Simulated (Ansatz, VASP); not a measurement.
TlBr: VASP beside Ansatz

```
Tl Br
1.0
     3.97000    0.00000    0.00000
     0.00000    3.97000    0.00000
     0.00000    0.00000    3.97000
Tl Br
1 1
Direct
  0.00000 0.00000 0.00000
  0.50000 0.50000 0.50000
```

Alike in both runs: task single point; functional PBEsol; k mesh 8 × 8 × 8; occupations fermi-dirac, width 0.03 eV; no spin polarisation.

|  | VASP | Ansatz |
| --- | --- | --- |
| version | VASP 6.6.1 | Ansatz 0.2.0 |
| potentials or method | VASP PAW PBE potentials, release 64 (Tl_d, Br), cutoff 500 eV | all-electron LAPW, scalar-relativistic |

|  | VASP | Ansatz | Ansatz less VASP |
| --- | --- | --- | --- |
| gap on the k mesh at the Fermi level (eV) | 1.71 | 1.71 | -0.005 |
| pressure (GPa) | -1.0 | -1.0 | +0.03 |

VASP's potentials were made for PBE, not for PBEsol. Ansatz ran all-electron here, and VASP with PAW potentials.

Neither program's run includes spin-orbit coupling.
